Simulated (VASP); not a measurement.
# Mg (Fd-3m) in VASP: single point with r2SCAN0

Aim: the single point of Mg with r2SCAN0.

All numbers are computed with VASP 6.6.1; they aren't measurements. Logs are shortened: lines on timing, memory, paths and dates and some standing lists are left out, and cuts for length are marked.

## (1) The cell of the first run

The structure is cubic, space group Fd-3m (No. 227). Conventional cell: a = 6.863 Å, b = 6.863 Å, c = 6.863 Å, α = 90.00°, β = 90.00°, γ = 90.00°. Within 3.9 Å of Mg (site symmetry -43m) lie 4 Mg at 2.97 Å.

This isn't the form of Mg at room conditions, which is hcp.

## (2) Single point, r2SCAN0

POSCAR

```
Mg
1.0
    0.0000000000      3.4316107946      3.4316107946
    3.4316107946      0.0000000000      3.4316107946
    3.4316107946      3.4316107946      0.0000000000
Mg
2
Direct
    0.1250000000      0.1250000000      0.1250000000
    0.8750000000      0.8750000000      0.8750000000
```

INCAR.step1

```
SYSTEM = Mg
PREC = Accurate ; ENCUT = 520
EDIFF = 1E-5 ; ISMEAR = -1
SIGMA = 0.1 ; LREAL = .FALSE.
LASPH = .TRUE. ; NELM = 100
ALGO = Normal ; ISIF = 2
LWAVE = .TRUE. ; LCHARG = .FALSE.
GGA = PE ; NBANDS = 9
```

INCAR.step2

```
SYSTEM = Mg
PREC = Accurate ; ENCUT = 520
EDIFF = 1E-7 ; ISMEAR = -1
SIGMA = 0.1 ; LREAL = .FALSE.
LASPH = .TRUE. ; NELM = 100
ALGO = Normal ; ISIF = 2
LWAVE = .FALSE. ; LCHARG = .FALSE.
METAGGA = R2SCAN ; LHFCALC = .TRUE.
AEXX = 0.25 ; LMIXTAU = .TRUE.
PRECFOCK = Normal ; ISTART = 1
NBANDS = 9
```

KPOINTS

```
regular mesh
0
G
  4 4 4
  0 0 0
```

Potentials or basis: VASP PAW PBE potentials, release 64 (Mg).

Command:

```bash
cat potpaw_PBE.64/Mg/POTCAR > POTCAR
cp INCAR.step1 INCAR
mpirun -np 1 vasp_std > vasp.out
cp INCAR.step2 INCAR
mpirun -np 1 vasp_std > vasp.out
```

OUTCAR:

```text
SYSTEM = Mg
   PREC = Accurate
   ENCUT = 520
   EDIFF = 1E-7
   ISMEAR = -1
   LREAL = .FALSE.
   LASPH = .TRUE.
   NELM = 100
   ISIF = 2
   METAGGA = R2SCAN
   LHFCALC = .TRUE.
   AEXX = 0.25
   PRECFOCK = Normal
   ISTART = 1

 ion  position               nearest neighbor table
   1  0.125  0.125  0.125-   2 2.97   2 2.97   2 2.97   2 2.97
   2  0.875  0.875  0.875-   1 2.97   1 2.97   1 2.97   1 2.97

  LATTYP: Found a face centered cubic cell.
 ALAT       =     6.8632215892

  Lattice vectors:

 A1 = (   0.0000000000,   3.4316107946,   3.4316107946)
 A2 = (   3.4316107946,   0.0000000000,   3.4316107946)
 A3 = (   3.4316107946,   3.4316107946,   0.0000000000)

Analysis of symmetry for initial positions (statically):
=====================================================================
 Subroutine PRICEL returns:
 Original cell was already a primitive cell.

 Routine SETGRP: Setting up the symmetry group for a
 face centered cubic supercell.

 Subroutine GETGRP returns: Found 48 space group operations
 (whereof 12 operations were pure point group operations)
 out of a pool of 48 trial point group operations.

The static configuration has the point symmetry D_3d.
 The point group associated with its full space group is O_h .

Analysis of symmetry for dynamics (positions and initial velocities):
=====================================================================
 Subroutine PRICEL returns:
 Original cell was already a primitive cell.

 Routine SETGRP: Setting up the symmetry group for a
 face centered cubic supercell.

 Subroutine GETGRP returns: Found 48 space group operations
 (whereof 12 operations were pure point group operations)
 out of a pool of 48 trial point group operations.

The dynamic configuration has the point symmetry D_3d.
 The point group associated with its full space group is O_h .

 Subroutine INISYM returns: Found 48 space group operations
 (whereof 12 operations are pure point group operations),
 and found     1 'primitive' translations

----------------------------------------------------------------------------------------

                                     Primitive cell

  volume of cell :      80.8210

  direct lattice vectors                    reciprocal lattice vectors
     0.000000000  3.431610795  3.431610795    -0.145704169  0.145704169  0.145704169
     3.431610795  0.000000000  3.431610795     0.145704169 -0.145704169  0.145704169
     3.431610795  3.431610795  0.000000000     0.145704169  0.145704169 -0.145704169

  length of vectors
     4.853030527  4.853030527  4.853030527     0.252367024  0.252367024  0.252367024

  position of ions in fractional coordinates (direct lattice)
     0.125000000  0.125000000  0.125000000
     0.875000000  0.875000000  0.875000000

  ion indices of the primitive-cell ions
   primitive index   ion index
                 1           1
                 2           2

----------------------------------------------------------------------------------------

 KPOINTS: regular mesh

Automatic generation of k-mesh.
 Grid dimensions read from file:
 generate k-points for:    4    4    4

 Generating k-lattice:

  Cartesian coordinates                     Fractional coordinates (reciprocal lattice)
    -0.036426042  0.036426042  0.036426042     0.250000000  0.000000000  0.000000000
     0.036426042 -0.036426042  0.036426042     0.000000000  0.250000000  0.000000000
     0.036426042  0.036426042 -0.036426042     0.000000000  0.000000000  0.250000000

  Length of vectors
     0.063091756  0.063091756  0.063091756

  Shift w.r.t. Gamma in fractional coordinates (k-lattice)
     0.000000000  0.000000000  0.000000000

 Subroutine IBZKPT returns following result:
 ===========================================

 Found      8 irreducible k-points:

 Following reciprocal coordinates:
            Coordinates               Weight
  0.000000  0.000000  0.000000      1.000000
  0.250000  0.000000  0.000000      8.000000
  0.500000  0.000000  0.000000      4.000000
  0.250000  0.250000  0.000000      6.000000
  0.500000  0.250000  0.000000     24.000000
 -0.250000  0.250000  0.000000     12.000000
  0.500000  0.500000  0.000000      3.000000
 -0.250000  0.500000  0.250000      6.000000
   k-points           NKPTS =      8   k-points in BZ     NKDIM =     64   number of bands    NBANDS=      9
   number of dos      NEDOS =    301   number of ions     NIONS =      2
   total plane-waves  NPLWV =  46656
   dimension x,y,z NGX =    36 NGY =   36 NGZ =   36
   dimension x,y,z NGXF=    72 NGYF=   72 NGZF=   72
   ions per type =               2
   NGX,Y,Z   is equivalent  to a cutoff of  12.33, 12.33, 12.33 a.u.
   NGXF,Y,Z  is equivalent  to a cutoff of  24.66, 24.66, 24.66 a.u.
 SYSTEM =  Mg
   PREC   = accura    normal or accurate (medium, high low for compatibility)
   ISTART =      1    job   : 0-new  1-cont  2-samecut
   ICHARG =      0    charge: 1-file 2-atom 10-const
   ISPIN  =      1    spin polarized calculation?
   LNONCOLLINEAR =      F non collinear calculations
   LSORBIT =      F    spin-orbit coupling
   LASPH  =      T    aspherical Exc in radial PAW
   ENCUT  =  520.0 eV  38.22 Ry    6.18 a.u.   9.02  9.02  9.02*2*pi/ulx,y,z
   NELM   =    100;   NELMIN=  2; NELMDL=  0     # of ELM steps
   EDIFF  = 0.1E-06   stopping-criterion for ELM
   LREAL  =      F    real-space projection
   EDIFFG = 0.1E-05   stopping-criterion for IOM
   NSW    =      0    number of steps for IOM
   IBRION =     -1    ionic relax: 0-MD 1-quasi-New 2-CG
   NFREE  =      0    steps in history (QN), initial steepest desc. (CG)
   ISIF   =      2    stress and relaxation
   ISYM   =      3    0-nonsym 1-usesym 2-fastsym
   POTIM  = 0.5000    time-step for ionic-motion
   TEBEG  =    0.0;   TEEND  =   0.0 temperature during run
   PSTRESS=    0.0 pullay stress
   NELECT =       4.0000    total number of electrons
   NUPDOWN=      -1.0000    fix difference up-down
   EMIN   =  10.00;   EMAX   =-10.00  energy-range for DOS
   EFERMI =   0.00;   METHOD = LEGACY
   ISMEAR =    -1;   SIGMA  =   0.10  broadening in eV -4-tet -1-fermi 0-gaus
   EFERMI_NEDOS =   21; number of points for ismear=-14 and -15
   IALGO  =     38    algorithm
   IMIX   =      1    mixing-type and parameters
     AMIX     =   0.40;   BMIX     =  1.00
     AMIX_MAG =   1.60;   BMIX_MAG =  1.00
  volume/ion in A,a.u.               =      40.41       272.70
  Fermi-wavevector in a.u.,A,eV,Ry     =   0.601063  1.135845  4.915472  0.361277
  Thomas-Fermi vector in A             =   1.653156
   LORBIT       =      0    0 simple, 1 ext, 2 COOP (PROOUT), +10 PAW based schemes
   METAGGA = R2SCAN    functional components
   LHFCALC =     T    Hartree Fock is set to
   PRECFOCK=normal    Normal, Fast or Accurate (Low or Medium for compatibility)
   ENCUT4O =  -1.0   cutoff for four orbital integrals eV
   NKREDX  =     1    reduce k-point grid by
   NKREDY  =     1    reduce k-point grid by
   NKREDZ  =     1    reduce k-point grid by
   AEXX    =    0.2500 exact exchange contribution
   HFSCREEN=    0.0000 screening length (either q_TF or 0.3 A-1)
   HFSCREENC=   0.0000 screening length for correlation (either q_TF or 0.3 A-1)
   ENCUTFOCK=  -1.0 apply spherical cutoff to Coloumb kernel
   IVDW    =     0    specifies the selected vdW correction
   LEPSILON=     F    determine dielectric tensor
   LRPA    =     F    only Hartree local field effects (RPA)
 non-spin polarized calculation
  energy-cutoff  :      520.00
  volume of cell :       80.82
 maximum number of plane-waves:      2200
  NGX = 28; NGY = 28; NGZ = 28

 number of electron       4.0000000 magnetization

 Free energy of the ion-electron system (eV)
  ---------------------------------------------------
  ext. energy  EPLUGINS =         0.00000000
  ---------------------------------------------------
  free energy    TOTEN  =        -5.18097904 eV

  energy without entropy =       -5.15586089  energy(sigma->0) =       -5.16841996

 E-fermi :   0.2590     XC(G=0):  -5.5409

 val. band max:       -0.2467379987   @ k =  -0.2500   0.5000   0.2500
 cond. band min:       0.3716797209   @ k =  -0.2500   0.2500   0.0000
 fundamental gap:      0.6184177196
 Fermi energy:         0.2589640828

 k-point     1 :       0.0000    0.0000    0.0000
  band No.  band energies     occupation
      1      -6.3273      2.00000
      2       4.2202      0.00000
      3       4.2202      0.00000
      4       4.2202      0.00000
      5       5.2585      0.00000
      6       5.2585      0.00000
      7       5.2585      0.00000
      8       7.0458      0.00000
      9       8.0938      0.00000

 k-point     2 :       0.2500    0.0000    0.0000
  band No.  band energies     occupation
      1      -5.6483      2.00000
      2       0.7692      0.01209
      3       3.4903      0.00000
      4       3.4903      0.00000
      5       5.1916      0.00000
      6       5.8932      0.00000
      7       5.8932      0.00000
      8       7.9104      0.00000
      9       7.9104      0.00000

 k-point     3 :       0.5000    0.0000    0.0000
  band No.  band energies     occupation
      1      -4.1622      2.00000
      2      -2.5644      2.00000
      3       3.1876      0.00000
      4       3.1876      0.00000
      5       4.9026      0.00000
      6       5.3521      0.00000
      7       5.3521      0.00000
      8       7.5045      0.00000
      9      10.5562      0.00000

 k-point     4 :       0.2500    0.2500    0.0000
  band No.  band energies     occupation
      1      -5.4140      2.00000
      2       1.6216      0.00000
      3       2.3583      0.00000
      4       2.3584      0.00000
      5       3.8527      0.00000
      6       4.8461      0.00000
      7       8.0012      0.00000
      8       8.0012      0.00000
      9       9.2392      0.00000

 k-point     5 :       0.5000    0.2500    0.0000
  band No.  band energies     occupation
      1      -3.9268      2.00000
      2      -1.6626      2.00000
      3       0.8154      0.00763
      4       2.1118      0.00000
      5       3.9070      0.00000
      6       6.3259      0.00000
      7       7.5334      0.00000
      8       8.0022      0.00000
      9      10.3550      0.00000

 k-point     6 :      -0.2500    0.2500    0.0000
  band No.  band energies     occupation
      1      -4.5533      2.00000
      2      -0.7925      1.99995
      3       0.3717      0.48937
      4       2.9809      0.00000
      5       4.8080      0.00000
      6       6.8796      0.00000
      7       7.2771      0.00000
      8       7.3086      0.00000
      9       7.9537      0.00000

 k-point     7 :       0.5000    0.5000    0.0000
  band No.  band energies     occupation
      1      -2.6922      2.00000
      2      -2.6922      2.00000
      3       1.5289      0.00001
      4       1.5289      0.00001
      5       3.2262      0.00000
      6       3.2262      0.00000
      7      11.1475      0.00000
      8      11.1475      0.00000
      9      11.3922      0.00000

 k-point     8 :      -0.2500    0.5000    0.2500
  band No.  band energies     occupation
      1      -2.4480      2.00000
      2      -2.4480      2.00000
      3      -0.2467      1.98735
      4      -0.2467      1.98735
      5       6.1989      0.00000
      6       6.1990      0.00000
      7       6.9811      0.00000
      8       6.9811      0.00000
      9      11.3528      0.00000

------------------------ aborting loop because EDIFF is reached ----------------------------------------

  FORCE on cell =-STRESS in cart. coord.  units (eV):
  Direction    XX          YY          ZZ          XY          YZ          ZX
  --------------------------------------------------------------------------------------
  -------------------------------------------------------------------------------------
  Total       -0.1939059     -0.1939059     -0.1939059     -0.0000000     -0.0000000      0.0000000
  in kB       -3.8439475     -3.8439475     -3.8439475     -0.0000000     -0.0000000      0.0000000
  external PRESSURE =      -3.8439475 kB  Pullay stress =       0.0000000 kB

 VOLUME and BASIS-vectors are now :
 -----------------------------------------------------------------------------
  energy-cutoff  :      520.00
  volume of cell :       80.82
      direct lattice vectors                 reciprocal lattice vectors
     0.000000000  3.431610795  3.431610795    -0.145704169  0.145704169  0.145704169
     3.431610795  0.000000000  3.431610795     0.145704169 -0.145704169  0.145704169
     3.431610795  3.431610795  0.000000000     0.145704169  0.145704169 -0.145704169

 POSITION                                       TOTAL-FORCE (eV/Angst)
 -----------------------------------------------------------------------------------
      0.85790      0.85790      0.85790         0.000000      0.000000      0.000000
      6.00532      6.00532      6.00532        -0.000000     -0.000000     -0.000000
 -----------------------------------------------------------------------------------
    total drift:                                0.000000      0.000000      0.000000

  FREE ENERGIE OF THE ION-ELECTRON SYSTEM (eV)
  ---------------------------------------------------
  free  energy   TOTEN  =        -5.1809790358 eV

  energy  without entropy=       -5.1558608892  energy(sigma->0) =       -5.16841996
```

It took 5 min on 1 thread of Intel Xeon 8259CL, shared host; peak memory 0.22 GiB.

Results:

```yaml
Free_energy: -5.1810 eV
Pressure: -0.4 GPa
Band_gap_on_the_k_mesh: zero (bands 2 and 3 overlap by 4.47 eV)
```

Caveat: the k points lie up to 0.40 Å⁻¹ apart, too coarse for converged energies and pressures of a metal; the PAW data sets were made with another functional, which shifts forces and pressure a little.
